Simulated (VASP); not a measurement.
# WSe2 (P-6m2) in VASP: notebook, part 2 of 2

VASP 6.6.1.

## (5) Relaxation of cell and atoms, PBE+D3(BJ)

This run uses another cell than the first one, of 21.91 Å³/atom, 1.008 times its volume.

INCAR

```
PREC     = Accurate       # precision mode
ENCUT    = 600            # plane-wave cutoff, eV
EDIFF    = 1E-7           # SCF threshold, eV
ISMEAR   = 0              # smearing method
SIGMA    = 0.02           # smearing width, eV
LREAL    = False          # projectors in reciprocal space
LASPH    = True           # aspherical terms in the spheres
NELM     = 100            # most SCF steps
ALGO     = Normal         # electronic algorithm
ISIF     = 3              # what is computed and relaxed
LWAVE    = False          # write WAVECAR
LCHARG   = False          # write CHGCAR
GGA      = PE             # functional
IVDW     = 12             # dispersion correction
IBRION   = 2              # ionic algorithm
NSW      = 100            # ionic steps
EDIFFG   = -0.005         # ionic threshold
```

KPOINTS

```
regular mesh
0
Gamma
  9 9 4
```

POSCAR

```
WSe2
1.0
    3.2781492967      0.0000000000      0.0000000000
   -1.6390746484      2.8389605683      0.0000000000
    0.0000000000      0.0000000000      7.0624458810
W Se
1 2
Direct
    0.0000000000      0.0000000000      0.0000000000
    0.3333333333      0.6666666667      0.2387211532
    0.3333333333      0.6666666667      0.7612788468
```

Potentials or basis: VASP PAW PBE potentials, release 64 (W_sv, Se).

The run is started by

```
cat potpaw_PBE.64/W_sv/POTCAR potpaw_PBE.64/Se/POTCAR > POTCAR
mpirun -np 1 vasp_std > vasp.out
```

OUTCAR:

```text
PREC = Accurate
   ENCUT = 600
   EDIFF = 1E-7
   ISMEAR = 0
   LREAL = False
   LASPH = True
   NELM = 100
   ISIF = 3
   GGA = PE
   IVDW = 12
   IBRION = 2
   NSW = 100
   EDIFFG = -0.005
 IVDW          = 12

 ion  position               nearest neighbor table
   1  0.000  0.000  0.000-   2 2.53   3 2.53   2 2.53   3 2.53   2 2.53   3 2.53
   2  0.333  0.667  0.239-   1 2.53   1 2.53   1 2.53
   3  0.333  0.667  0.761-   1 2.53   1 2.53   1 2.53

  LATTYP: Found a hexagonal cell.
 ALAT       =     3.2781492967
 C/A-ratio  =     2.1544003161

  Lattice vectors:

 A1 = (   3.2781492967,   0.0000000000,   0.0000000000)
 A2 = (  -1.6390746484,   2.8389605683,   0.0000000000)
 A3 = (   0.0000000000,   0.0000000000,   7.0624458810)

Analysis of symmetry for initial positions (statically):
=====================================================================
 Subroutine PRICEL returns:
 Original cell was already a primitive cell.

 Routine SETGRP: Setting up the symmetry group for a
 hexagonal supercell.

 Subroutine GETGRP returns: Found 12 space group operations
 (whereof 12 operations were pure point group operations)
 out of a pool of 24 trial point group operations.

The static configuration has the point symmetry D_3h.

Analysis of symmetry for dynamics (positions and initial velocities):
[... 160 lines left out ...]
  ---------------------------------------------------
  free energy    TOTEN  =       -21.56498073 eV

  energy without entropy =      -21.56498073  energy(sigma->0) =      -21.56498073

------------------------ aborting loop because EDIFF is reached ----------------------------------------

 Edisp (eV)   -1.28639

 E8    (eV) :    -0.5737
[... 108 lines left out ...]
  FREE ENERGIE OF THE ION-ELECTRON SYSTEM (eV)
  ---------------------------------------------------
  free  energy   TOTEN  =       -22.8515522035 eV

  energy  without entropy=      -22.8515522035  energy(sigma->0) =      -22.85155220

[... ionic steps 4 to 9 ...]

--------------------------------------- Ionic step       10  -------------------------------------------

 number of electron      26.0000001 magnetization

------------------------ aborting loop because EDIFF is reached ----------------------------------------
[... 77 lines left out ...]
--------------------------------------- Ionic step       12  -------------------------------------------

 number of electron      26.0000000 magnetization

 Free energy of the ion-electron system (eV)
  ---------------------------------------------------
  ext. energy  EPLUGINS =         0.00000000
  ---------------------------------------------------
  free energy    TOTEN  =       -21.55811714 eV

  energy without entropy =      -21.55811714  energy(sigma->0) =      -21.55811714

 E-fermi :   5.6111     XC(G=0): -10.2216

 val. band max:        5.2875625635   @ k =   0.0000   0.0000   0.5000
 cond. band min:       6.6161817513   @ k =   0.2222   0.1111   0.0000
 fundamental gap:      1.3286191878
 Fermi energy:         5.6111077112

 k-point     1 :       0.0000    0.0000    0.0000
  band No.  band energies     occupation
      1     -68.8071      2.00000
      2     -33.0584      2.00000
      3     -32.9156      2.00000
      4     -32.9156      2.00000
      5      -9.6579      2.00000
      6      -8.2812      2.00000
[... 457 lines left out ...]
      4     -33.0069      2.00000
      5      -7.2952      2.00000
      6      -7.1588      2.00000
[... 9 lines left out ...]
     16       8.7172      0.00000
     17      10.3226      0.00000

 [... further k-points ...]

------------------------ aborting loop because EDIFF is reached ----------------------------------------

 Edisp (eV)   -1.29408

 E8    (eV) :    -0.5770
[... 26 lines left out ...]
  FREE ENERGIE OF THE ION-ELECTRON SYSTEM (eV)
  ---------------------------------------------------
  free  energy   TOTEN  =       -22.8521941472 eV

  energy  without entropy=      -22.8521941472  energy(sigma->0) =      -22.85219415

 reached required accuracy - stopping structural energy minimisation
```

OSZICAR:

```text
N       E                     dE             d eps       ncg     rms          rms(c)
DAV:   1     0.206323299440E+03    0.20632E+03   -0.14103E+04  1232   0.163E+03
DAV:   2    -0.120714715490E+02   -0.21839E+03   -0.21423E+03  1538   0.380E+02
DAV:   3    -0.223797361635E+02   -0.10308E+02   -0.10240E+02  1552   0.739E+01
[... 110 lines left out ...]
DAV:   2    -0.215581288317E+02    0.36998E-04   -0.18385E-04  1461   0.788E-02    0.199E-02
DAV:   3    -0.215581198824E+02    0.89493E-05   -0.33867E-05  1329   0.429E-02    0.134E-02
DAV:   4    -0.215581172285E+02    0.26539E-05   -0.86005E-06  1485   0.173E-02    0.824E-03
DAV:   5    -0.215581171652E+02    0.63327E-07   -0.10179E-06  1368   0.705E-03    0.121E-03
DAV:   6    -0.215581171400E+02    0.25166E-07   -0.76181E-08   616   0.224E-03
  12 F= -.22852194E+02 E0= -.22852194E+02  d E =-.114676E-04
```

Run time: 3.5 min. Hardware: 1 thread of Intel Xeon Platinum 8488C (Sapphire Rapids), shared host; peak memory 0.25 GiB.

Results:

| Property | Result |
| --- | --- |
| Free energy | -22.8522 eV |
| Relaxed volume | 21.77 Å³/atom |
| Relaxed cell | a = 3.281 Å, b = 3.281 Å, c = 7.007 Å, α = 90.00°, β = 90.00°, γ = 120.00° |
| Space group after relaxing (to 0.05 Å) | P-6m2 (No. 187) |
| Energy gained by relaxing | 0.3 meV/atom |
| Ionic steps | 12 |
| Pressure after relaxing | 0.0 GPa |
| Largest force after relaxing | 0.003 eV/Å |
| Band gap on the k mesh | 1.33 eV, indirect (least direct gap 1.64 eV) |
| Dispersion energy per atom | -0.431 eV |

Forces in eV/Å, atoms in the order of the input:
```
W    0.000  0.000  0.000
Se   0.000  0.000 -0.003
Se   0.000  0.000  0.003
```

The path:
```tsv
step	energy change (eV)	largest force (eV/Å)	pressure (GPa)	volume (Å³)
1	0.0000	0.0611	0.24	65.73
2	0.0002	0.0544	-0.59	66.04
3	-0.0002	0.0152	-0.09	65.85
4	-0.0003	0.0252	-0.07	65.81
5	-0.0004	0.0445	-0.05	65.73
6	-0.0005	0.0368	-0.06	65.68
7	-0.0007	0.0137	-0.11	65.55
8	-0.0007	0.0321	-0.19	65.28
9	-0.0008	0.0046	-0.14	65.44
10	-0.0008	0.0154	0.09	65.29
11	-0.0008	0.0107	0.03	65.33
12	-0.0008	0.0031	0.00	65.32
```

Final structure:
```xyz
3
Lattice="3.2809 0.0000 0.0000 -1.6404 2.8413 0.0000 0.0000 0.0000 7.0068" Properties=species:S:1:pos:R:3 pbc="T T T"
W     1.6404    2.8413    0.0000
Se    0.0000    1.8942    1.6874
Se    0.0000    1.8942    5.3195
```

Caveat: spin-orbit coupling is left out, which moves the levels of the heavy elements. A k mesh can miss the band edges.

## (6) The runs side by side

```tsv
task	cell	k mesh	cutoff (eV)	smearing	gap on the mesh (eV)	pressure (GPa)	largest force (eV/Å)
single point	a = 3.279, b = 3.279, c = 7.006 Å, angles 90.0, 90.0, 120.0°, 3 atoms	9 × 9 × 4	520	gaussian 0.02 eV	1.33	0.3	0.05
single point	a = 3.279, b = 3.279, c = 14.011 Å, angles 90.0, 90.0, 60.0°, 6 atoms	9 × 9 × 2	520	gaussian 0.05 eV	1.33	0.3	0.05
relaxation of cell and atoms	relaxed from a = 3.278, b = 3.278, c = 7.062 Å, angles 90.0, 90.0, 120.0°, 3 atoms	9 × 9 × 4	600	gaussian 0.02 eV	1.33	0.0	-
```

Alike in all rows: level PBE+D3(BJ); potentials or basis VASP PAW PBE potentials, release 64 (W_sv, Se); no spin polarisation.

Caveats: spin-orbit coupling is left out, which moves the levels of the heavy elements.

Total energies depend on the potentials used, so only differences within one code and one set of settings carry meaning.
